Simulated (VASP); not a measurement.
Input of a VASP 6.6.1 run:

File POSCAR:

```
Ca
1.0
   -2.2400000000      2.2400000000      2.2400000000
    2.2400000000     -2.2400000000      2.2400000000
    2.2400000000      2.2400000000     -2.2400000000
Ca
1
Direct
    0.0000000000      0.0000000000      0.0000000000
```

INCAR.step1

```
SYSTEM = Ca
  PREC = Accurate
  ENCUT = 550
  ISMEAR = 1
  SIGMA = 0.1
  LREAL = .False.
  LASPH = .True.
  NELM = 120
  NBANDS = 11
  GGA = PE
  ALGO = Normal
  EDIFF = 1E-5
  LWAVE = .True.
  LCHARG = .False.
  GGA_COMPAT = .False.
```

File INCAR.step2:

```
SYSTEM = Ca
  PREC = Accurate
  ENCUT = 550
  EDIFF = 1E-6
  ISMEAR = 1
  SIGMA = 0.1
  LREAL = .False.
  LASPH = .True.
  NELM = 120
  ALGO = Normal
  ISIF = 2
  LWAVE = .False.
  LCHARG = .False.
  METAGGA = R2SCAN
  LMIXTAU = .True.
  NBANDS = 11
  ISTART = 1
  GGA_COMPAT = .False.
```

KPOINTS

```
regular mesh
0
Gamma
  6 6 6
  0 0 0
```

Potentials or basis: VASP PAW PBE potentials, release 64 (Ca_sv).

Launch:

```sh
$ cat potpaw_PBE.64/Ca_sv/POTCAR > POTCAR
$ cp INCAR.step1 INCAR
$ mpirun -np 1 vasp_std > vasp.out
$ cp INCAR.step2 INCAR
$ mpirun -np 1 vasp_std > vasp.out
```

Q: Estimate the band gap on the k mesh.

A: Zero (bands 5 and 6 overlap by 0.39 eV).

Q: What does it give for the pressure?

A: -0.5 GPa.

Caveat: the PAW data sets were made with another functional, which shifts forces and pressure a little.
